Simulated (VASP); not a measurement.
A run of VASP 6.6.1 is set up as follows.

POSCAR

```
Ta
1.0
   -1.6533592789      1.6533592789      1.6533592789
    1.6533592789     -1.6533592789      1.6533592789
    1.6533592789      1.6533592789     -1.6533592789
Ta
1
Direct
    0.0000000000      0.0000000000      0.0000000000
```

File INCAR.step1:

```
SYSTEM = Ta
  PREC = Accurate
  ENCUT = 520
  ISMEAR = -1
  SIGMA = 0.1
  LREAL = .FALSE.
  LASPH = .TRUE.
  NELM = 60
  NBANDS = 12
  GGA = PE
  ALGO = Normal
  EDIFF = 1E-4
  LWAVE = .TRUE.
  LCHARG = .FALSE.
```

Contents of INCAR.step2:

```
SYSTEM = Ta
  PREC = Accurate
  ENCUT = 520
  EDIFF = 1E-6
  ISMEAR = -1
  SIGMA = 0.1
  LREAL = .FALSE.
  LASPH = .TRUE.
  NELM = 60
  ALGO = Normal
  ISIF = 2
  LWAVE = .FALSE.
  LCHARG = .FALSE.
  METAGGA = R2SCAN
  LMIXTAU = .TRUE.
  NBANDS = 12
  ISTART = 1
```

File KPOINTS:

```
regular mesh
0
G
  8 8 8
  0 0 0
```

Potentials or basis: VASP PAW PBE potentials, release 64 (Ta_pv).

The run is started by

```console
$ cat potpaw_PBE.64/Ta_pv/POTCAR > POTCAR
$ cp INCAR.step1 INCAR
$ mpirun -np 1 vasp_std > vasp.out
$ cp INCAR.step2 INCAR
$ mpirun -np 1 vasp_std > vasp.out
```

Question: Predict the pressure.

Answer: -1.3 GPa.

Caveat: the PAW data sets were made with another functional, which shifts forces and pressure a little.
